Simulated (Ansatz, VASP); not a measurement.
# Pb: VASP beside Ansatz

```
Pb
1.0
     0.00000    2.46561    2.46561
     2.46561    0.00000    2.46561
     2.46561    2.46561    0.00000
Pb
1
Direct
  0.00000 0.00000 0.00000
```

Alike in both runs: functional PBEsol; k mesh 16 × 16 × 16; occupations fermi-dirac, width 0.05 eV; no spin polarisation.

Ansatz relaxed the structure, and its values are those at the end. VASP's run is a single point on that final structure, the one shown.

|  | VASP | Ansatz |
| --- | --- | --- |
| version | VASP 6.6.1 | Ansatz 0.2.0 |
| potentials or method | VASP PAW PBE potentials, release 64 (Pb_d) | PAW with Ansatz's default frozen-core files, scalar-relativistic |
| plane-wave cutoff (eV) | 520 | 420 |
| valence electrons in the cell | 14 | 14 |

|  | VASP | Ansatz | Ansatz less VASP |
| --- | --- | --- | --- |
| pressure (GPa) | -0.1 | 0.0 | +0.09 |

VASP's potentials were made for PBE, not for PBEsol. The functional is the same, so the differences come from potentials, cutoffs and numerics.

Neither program's run includes spin-orbit coupling.
